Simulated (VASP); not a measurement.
Write the native input for VASP 6.6.1 that does the following.

- Task: single point
- Functional: r2SCAN
- Potentials or basis: VASP PAW PBE potentials, release 64 (Nb_sv, As)
- Cutoff: 520 eV
- k mesh: 12 × 12 × 12
- Occupations: gaussian, width 0.1 eV
- Spin: collinear spin
- Starting moments: [1.45, -0.1] μB
- Fixed moment: 2 μB
- Dipole correction: no
- Further INCAR settings: ALGO = Normal; EDIFF = 1e-06; NBANDS = 20

NbAs:

```
Nb As
1.0
     0.00000    2.92602    2.92602
     2.92602    0.00000    2.92602
     2.92602    2.92602    0.00000
Nb As
1 1
Cartesian
  0.0000 0.0000 0.0000
  1.4630 1.4630 1.4630
```

The input as run:

POSCAR

```
NbAs
1.0
    0.0000000000      2.9260236880      2.9260236880
    2.9260236880      0.0000000000      2.9260236880
    2.9260236880      2.9260236880      0.0000000000
Nb As
1 1
Direct
    0.0000000000      0.0000000000      0.0000000000
    0.2500000000      0.2500000000      0.2500000000
```

INCAR.step1

```
SYSTEM = NbAs
PREC = Accurate ; ENCUT = 520
ISMEAR = 0 ; SIGMA = 0.1
LREAL = .False. ; LASPH = .True.
NELM = 150 ; ISPIN = 2
MAGMOM = 1.45 -0.1 ; NUPDOWN = 2.0
LMAXMIX = 4 ; NBANDS = 20
GGA = PE ; ALGO = Normal
EDIFF = 1E-4 ; LWAVE = .True.
LCHARG = .False.
```

INCAR.step2

```
SYSTEM = NbAs
PREC = Accurate ; ENCUT = 520
EDIFF = 1E-6 ; ISMEAR = 0
SIGMA = 0.1 ; LREAL = .False.
LASPH = .True. ; NELM = 150
ALGO = Normal ; ISIF = 2
LWAVE = .False. ; LCHARG = .False.
ISPIN = 2 ; MAGMOM = 1.45 -0.1
LORBIT = 11 ; NUPDOWN = 2.0
LMAXMIX = 4 ; METAGGA = R2SCAN
LMIXTAU = .True. ; NBANDS = 20
ISTART = 1
```

KPOINTS

```
regular mesh
0
Gamma
  12 12 12
  0 0 0
```

Potentials or basis: VASP PAW PBE potentials, release 64 (Nb_sv, As).

The run is started by

```console
$ cat potpaw_PBE.64/Nb_sv/POTCAR potpaw_PBE.64/As/POTCAR > POTCAR
$ cp INCAR.step1 INCAR
$ mpirun -np 1 vasp_std > vasp.out
$ cp INCAR.step2 INCAR
$ mpirun -np 1 vasp_std > vasp.out
```

Results of the run:

* Pressure: 2.7 GPa
* Net moment: 2.00 μB per cell
* Site moments: Nb +1.57; As -0.10 μB
* Valence electrons inside the program's atomic spheres: Nb 10.69; As 2.99

Caveat: the PAW data sets were made with another functional, which shifts forces and pressure a little; the total moment is fixed, so each spin has its own Fermi level.

It took 2.3 min on 1 thread of Intel(R) Xeon(R) 6975P-C (Granite Rapids), on a shared host, peak memory 0.29 GiB.
